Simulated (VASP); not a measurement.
A run of VASP 6.6.1 is set up as follows.

INCAR

```
PREC = Accurate ; ENCUT = 520
EDIFF = 1E-7 ; ISMEAR = -1
SIGMA = 0.05 ; LREAL = F
LASPH = T ; NELM = 100
ALGO = Normal ; ISIF = 2
LWAVE = F ; LCHARG = F
GGA = RP ; IVDW = 13
NBANDS = 13
```

Contents of KPOINTS:

```
Automatic mesh
0
Gamma
  12 12 12
```

File POSCAR:

```
Mo
1.0
   -1.6148719360      1.6148719360      1.6148719360
    1.6148719360     -1.6148719360      1.6148719360
    1.6148719360      1.6148719360     -1.6148719360
Mo
1
Direct
    0.0000000000      0.0000000000      0.0000000000
```

Potentials or basis: VASP PAW PBE potentials, release 64 (Mo_sv).

Run with:

```bash
$ cat potpaw_PBE.64/Mo_sv/POTCAR > POTCAR
$ mpirun -np 1 vasp_std > vasp.out
```

**Question.** Estimate the band gap on the k mesh.

**Answer.** Zero (band 7 reaches 15.06 eV, above the bottom of band 8 at 10.27 eV).

**Question.** Predict the dispersion energy per atom.

**Answer.** -1.042 eV.

**Question.** What does it give for the pressure?

**Answer.** -20.6 GPa.

Caveat: the PAW data sets were made with another functional, which shifts forces and pressure a little; pairwise dispersion overbinds metals, which lowers pressure and volume.
